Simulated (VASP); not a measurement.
# Pb (Fd-3m) in VASP: single point with LDA

Aim: the single point of Pb with LDA.

All numbers are computed with VASP 6.6.1; they aren't measurements. Logs are shortened: lines on timing, memory, paths and dates and some standing lists are left out, and cuts for length are marked.

### 1 The cell of the first run

It takes space group Fd-3m (No. 227, cubic). The conventional cell has a = 6.878 Å, b = 6.878 Å, c = 6.878 Å, α = 90.00°, β = 90.00°, γ = 90.00°. Within 3.9 Å of Pb (site symmetry -43m) lie 4 Pb at 2.98 Å.

### 2 Single point, LDA

Input file INCAR:

```
PREC = Accurate
ENCUT = 520
EDIFF = 1E-6
ISMEAR = 0
SIGMA = 0.15
LREAL = F
LASPH = T
NELM = 100
ALGO = Normal
ISIF = 2
LWAVE = F
LCHARG = F
GGA = CA
NBANDS = 21
```

Input file KPOINTS:

```
Automatic mesh
0
Gamma
  12 12 12
```

Input file POSCAR:

```
Pb
1.0
    0.0000000000      3.4390000555      3.4390000555
    3.4390000555      0.0000000000      3.4390000555
    3.4390000555      3.4390000555      0.0000000000
Pb
2
Direct
    0.5000000000      0.5000000000      0.5000000000
    0.7500000000      0.7500000000      0.7500000000
```

Potentials or basis: VASP PAW LDA potentials, release 64 (Pb_d).

On the command line:

```bash
cat potpaw_LDA.64/Pb_d/POTCAR > POTCAR
mpirun -np 1 vasp_std > vasp.out
```

OUTCAR:

```text
PREC = Accurate
   ENCUT = 520
   EDIFF = 1E-6
   ISMEAR = 0
   LREAL = F
   LASPH = T
   NELM = 100
   ISIF = 2
   GGA = CA

 ion  position               nearest neighbor table
   1  0.500  0.500  0.500-   2 2.98   2 2.98   2 2.98   2 2.98
   2  0.750  0.750  0.750-   1 2.98   1 2.98   1 2.98   1 2.98

  LATTYP: Found a face centered cubic cell.
 ALAT       =     6.8780001110

  Lattice vectors:

 A1 = (   0.0000000000,   3.4390000555,   3.4390000555)
 A2 = (   3.4390000555,   0.0000000000,   3.4390000555)
 A3 = (   3.4390000555,   3.4390000555,   0.0000000000)

Analysis of symmetry for initial positions (statically):
=====================================================================
 Subroutine PRICEL returns:
 Original cell was already a primitive cell.

 Routine SETGRP: Setting up the symmetry group for a
 face centered cubic supercell.

 Subroutine GETGRP returns: Found 48 space group operations
 (whereof 24 operations were pure point group operations)
 out of a pool of 48 trial point group operations.

The static configuration has the point symmetry T_d .
 The point group associated with its full space group is O_h .

Analysis of symmetry for dynamics (positions and initial velocities):
=====================================================================
 Subroutine PRICEL returns:
 Original cell was already a primitive cell.

 Routine SETGRP: Setting up the symmetry group for a
 face centered cubic supercell.

 Subroutine GETGRP returns: Found 48 space group operations
 (whereof 24 operations were pure point group operations)
 out of a pool of 48 trial point group operations.

The dynamic configuration has the point symmetry T_d .
 The point group associated with its full space group is O_h .

 Subroutine INISYM returns: Found 48 space group operations
 (whereof 24 operations are pure point group operations),
 and found     1 'primitive' translations

----------------------------------------------------------------------------------------

                                     Primitive cell

  volume of cell :      81.3442

  direct lattice vectors                    reciprocal lattice vectors
     0.000000000  3.439000056  3.439000056    -0.145391100  0.145391100  0.145391100
     3.439000056  0.000000000  3.439000056     0.145391100 -0.145391100  0.145391100
     3.439000056  3.439000056  0.000000000     0.145391100  0.145391100 -0.145391100

  length of vectors
     4.863480519  4.863480519  4.863480519     0.251824772  0.251824772  0.251824772

  position of ions in fractional coordinates (direct lattice)
     0.500000000  0.500000000  0.500000000
     0.750000000  0.750000000  0.750000000

  ion indices of the primitive-cell ions
   primitive index   ion index
                 1           1
                 2           2

----------------------------------------------------------------------------------------

 KPOINTS: Automatic mesh

Automatic generation of k-mesh.
 Grid dimensions read from file:
 generate k-points for:   12   12   12

 Generating k-lattice:

  Cartesian coordinates                     Fractional coordinates (reciprocal lattice)
    -0.012115925  0.012115925  0.012115925     0.083333333  0.000000000  0.000000000
     0.012115925 -0.012115925  0.012115925     0.000000000  0.083333333  0.000000000
     0.012115925  0.012115925 -0.012115925     0.000000000  0.000000000  0.083333333

  Length of vectors
     0.020985398  0.020985398  0.020985398

  Shift w.r.t. Gamma in fractional coordinates (k-lattice)
     0.000000000  0.000000000  0.000000000

 Subroutine IBZKPT returns following result:
 ===========================================

 Found     72 irreducible k-points:

 Following reciprocal coordinates:
            Coordinates               Weight
  0.000000  0.000000  0.000000      1.000000
  0.083333  0.000000  0.000000      8.000000
  0.166667  0.000000  0.000000      8.000000
  0.250000  0.000000  0.000000      8.000000
  0.333333  0.000000  0.000000      8.000000
  0.416667  0.000000  0.000000      8.000000
[... 16 lines left out ...]
  0.500000  0.166667  0.000000     24.000000
 -0.416667  0.166667  0.000000     24.000000
 [... further k-points ...]
   k-points           NKPTS =     72   k-points in BZ     NKDIM =     72   number of bands    NBANDS=     21
   number of dos      NEDOS =    301   number of ions     NIONS =      2
   total plane-waves  NPLWV =  46656
   dimension x,y,z NGX =    36 NGY =   36 NGZ =   36
   dimension x,y,z NGXF=    72 NGYF=   72 NGZF=   72
   ions per type =               2
   NGX,Y,Z   is equivalent  to a cutoff of  12.31, 12.31, 12.31 a.u.
   NGXF,Y,Z  is equivalent  to a cutoff of  24.61, 24.61, 24.61 a.u.
 SYSTEM =  unknown system
   PREC   = accura    normal or accurate (medium, high low for compatibility)
   ISTART =      0    job   : 0-new  1-cont  2-samecut
   ICHARG =      2    charge: 1-file 2-atom 10-const
   ISPIN  =      1    spin polarized calculation?
   LNONCOLLINEAR =      F non collinear calculations
   LSORBIT =      F    spin-orbit coupling
   LASPH  =      T    aspherical Exc in radial PAW
   ENCUT  =  520.0 eV  38.22 Ry    6.18 a.u.   9.04  9.04  9.04*2*pi/ulx,y,z
   NELM   =    100;   NELMIN=  2; NELMDL= -5     # of ELM steps
   EDIFF  = 0.1E-05   stopping-criterion for ELM
   LREAL  =      F    real-space projection
   EDIFFG = 0.1E-04   stopping-criterion for IOM
   NSW    =      0    number of steps for IOM
   IBRION =     -1    ionic relax: 0-MD 1-quasi-New 2-CG
   NFREE  =      0    steps in history (QN), initial steepest desc. (CG)
   ISIF   =      2    stress and relaxation
   ISYM   =      2    0-nonsym 1-usesym 2-fastsym
   POTIM  = 0.5000    time-step for ionic-motion
   TEBEG  =    0.0;   TEEND  =   0.0 temperature during run
   PSTRESS=    0.0 pullay stress
   NELECT =      28.0000    total number of electrons
   NUPDOWN=      -1.0000    fix difference up-down
   EMIN   =  10.00;   EMAX   =-10.00  energy-range for DOS
   EFERMI =   0.00;   METHOD = LEGACY
   ISMEAR =     0;   SIGMA  =   0.15  broadening in eV -4-tet -1-fermi 0-gaus
   EFERMI_NEDOS =   21; number of points for ismear=-14 and -15
   IALGO  =     38    algorithm
   IMIX   =      4    mixing-type and parameters
     AMIX     =   0.40;   BMIX     =  1.00
     AMIX_MAG =   1.60;   BMIX_MAG =  1.00
  volume/ion in A,a.u.               =      40.67       274.47
  Fermi-wavevector in a.u.,A,eV,Ry     =   1.147322  2.168124 17.909999  1.316348
  Thomas-Fermi vector in A             =   2.284002
   LORBIT       =      0    0 simple, 1 ext, 2 COOP (PROOUT), +10 PAW based schemes
   GGA     = CA    functional components
   LHFCALC =     F    Hartree Fock is set to
   AEXX    =    0.0000 exact exchange contribution
   IVDW    =     0    specifies the selected vdW correction
   LEPSILON=     F    determine dielectric tensor
   LRPA    =     F    only Hartree local field effects (RPA)
 non-spin polarized calculation
 Gauss-broadening in eV      SIGMA  =   0.15
  energy-cutoff  :      520.00
  volume of cell :       81.34
 maximum number of plane-waves:      2209
   NGX = 19   NGY = 19   NGZ = 19

 number of electron      28.0000001 magnetization

 Free energy of the ion-electron system (eV)
  ---------------------------------------------------
  ext. energy  EPLUGINS =         0.00000000
  ---------------------------------------------------
  free energy    TOTEN  =        -7.88709618 eV

  energy without entropy =       -7.87993053  energy(sigma->0) =       -7.88351336

 E-fermi :   4.0161     XC(G=0):  -8.7641

 val. band max:        4.0115000052   @ k =  -0.4167   0.0833   0.0000
 cond. band min:       4.0328440664   @ k =   0.1667   0.0000   0.0000
 fundamental gap:      0.0213440612
 Fermi energy:         4.0161157793

 k-point     1 :       0.0000    0.0000    0.0000
  band No.  band energies     occupation
      1     -13.1059      2.00000
      2     -13.1059      2.00000
      3     -13.1059      2.00000
      4     -13.0258      2.00000
      5     -13.0258      2.00000
      6     -12.5937      2.00000
[... 13 lines left out ...]
     20      11.9884      0.00000
     21      11.9884      0.00000

 k-point     2 :       0.0833    0.0000    0.0000
  band No.  band energies     occupation
      1     -13.1138      2.00000
      2     -13.1138      2.00000
      3     -13.1042      2.00000
      4     -13.0149      2.00000
      5     -13.0149      2.00000
      6     -12.6085      2.00000
[... 13 lines left out ...]
     20      11.5642      0.00000
     21      11.5654      0.00000

 k-point     3 :       0.1667    0.0000    0.0000
  band No.  band energies     occupation
      1     -13.1285      2.00000
      2     -13.1285      2.00000
      3     -13.0997      2.00000
      4     -12.9921      2.00000
      5     -12.9921      2.00000
      6     -12.6302      2.00000
[... 13 lines left out ...]
     20      11.2012      0.00000
     21      11.2012      0.00000

 k-point     4 :       0.2500    0.0000    0.0000
  band No.  band energies     occupation
      1     -13.1411      2.00000
      2     -13.1411      2.00000
      3     -13.0933      2.00000
      4     -12.9696      2.00000
      5     -12.9696      2.00000
      6     -12.6486      2.00000
[... 13 lines left out ...]
     20      11.1613      0.00000
     21      11.1613      0.00000

 k-point     5 :       0.3333    0.0000    0.0000
  band No.  band energies     occupation
      1     -13.1493      2.00000
      2     -13.1493      2.00000
      3     -13.0867      2.00000
      4     -12.9532      2.00000
      5     -12.9532      2.00000
      6     -12.6607      2.00000
[... 13 lines left out ...]
     20      11.4884      0.00000
     21      11.4884      0.00000

 k-point     6 :       0.4167    0.0000    0.0000
  band No.  band energies     occupation
      1     -13.1534      2.00000
      2     -13.1534      2.00000
      3     -13.0817      2.00000
      4     -12.9442      2.00000
      5     -12.9442      2.00000
      6     -12.6664      2.00000
[... 13 lines left out ...]
     20      12.0658      0.00000
     21      12.0658      0.00000

 k-point     7 :       0.5000    0.0000    0.0000
  band No.  band energies     occupation
      1     -13.1545      2.00000
      2     -13.1545      2.00000
      3     -13.0798      2.00000
      4     -12.9416      2.00000
      5     -12.9416      2.00000
      6     -12.6679      2.00000
[... 13 lines left out ...]
     20      11.9186      0.00000
     21      12.4504      0.00000
[... 291 lines left out ...]
      1     -13.1449      2.00000
      2     -13.1353      2.00000
      3     -13.1094      2.00000
      4     -12.9756      2.00000
      5     -12.9261      2.00000
      6     -12.7371      2.00000
[... 13 lines left out ...]
     20      10.5809      0.00000
     21      12.3801      0.00000

 k-point    21 :       0.3333    0.1667    0.0000
  band No.  band energies     occupation
      1     -13.1639      2.00000
      2     -13.1458      2.00000
      3     -13.0886      2.00000
      4     -12.9536      2.00000
      5     -12.9037      2.00000
      6     -12.7591      2.00000
[... 13 lines left out ...]
     20      11.2682      0.00000
     21      12.4295      0.00000

 k-point    22 :       0.4167    0.1667    0.0000
  band No.  band energies     occupation
      1     -13.1785      2.00000
      2     -13.1547      2.00000
      3     -13.0653      2.00000
      4     -12.9329      2.00000
      5     -12.8944      2.00000
      6     -12.7647      2.00000
[... 13 lines left out ...]
     20      11.8883      0.00000
     21      12.7350      0.00000

 k-point    23 :       0.5000    0.1667    0.0000
  band No.  band energies     occupation
      1     -13.1866      2.00000
      2     -13.1615      2.00000
      3     -13.0455      2.00000
      4     -12.9150      2.00000
      5     -12.9006      2.00000
      6     -12.7529      2.00000
[... 13 lines left out ...]
     20      11.8746      0.00000
     21      12.6364      0.00000

 k-point    24 :      -0.4167    0.1667    0.0000
  band No.  band energies     occupation
      1     -13.1873      2.00000
      2     -13.1659      2.00000
      3     -13.0353      2.00000
      4     -12.9179      2.00000
      5     -12.9024      2.00000
      6     -12.7282      2.00000
[... 13 lines left out ...]
     20      11.4125      0.00000
     21      11.8834      0.00000

 [... further k-points ...]
[... 5 lines left out ...]
  --------------------------------------------------------------------------------------
  -------------------------------------------------------------------------------------
  Total       -0.3719823     -0.3719823     -0.3719823      0.0000000      0.0000000     -0.0000000
  in kB       -7.3266649     -7.3266649     -7.3266649      0.0000000      0.0000000     -0.0000000
  external PRESSURE =      -7.3266649 kB  Pullay stress =       0.0000000 kB

 VOLUME and BASIS-vectors are now :
 -----------------------------------------------------------------------------
  energy-cutoff  :      520.00
  volume of cell :       81.34
      direct lattice vectors                 reciprocal lattice vectors
     0.000000000  3.439000056  3.439000056    -0.145391100  0.145391100  0.145391100
     3.439000056  0.000000000  3.439000056     0.145391100 -0.145391100  0.145391100
     3.439000056  3.439000056  0.000000000     0.145391100  0.145391100 -0.145391100

 POSITION                                       TOTAL-FORCE (eV/Angst)
 -----------------------------------------------------------------------------------
      3.43900      3.43900      3.43900         0.000000      0.000000     -0.000000
      5.15850      5.15850      5.15850        -0.000000     -0.000000      0.000000
 -----------------------------------------------------------------------------------
    total drift:                                0.000000      0.000000      0.000000

  FREE ENERGIE OF THE ION-ELECTRON SYSTEM (eV)
  ---------------------------------------------------
  free  energy   TOTEN  =        -7.8870961825 eV

  energy  without entropy=       -7.8799305347  energy(sigma->0) =       -7.88351336
```

Wall time 75 s (1 thread of AMD EPYC 7R13 (Zen 3), shared host); peak memory 0.2 GiB.

What came out:

```yaml
Free_energy: -7.8871 eV
Pressure: -0.7 GPa
Band_gap_on_the_k_mesh: zero (band 14 reaches 4.45 eV, above the bottom of band 15 at 3.30 eV)
```

Caveat: spin-orbit coupling is left out, which moves the levels of the heavy elements.
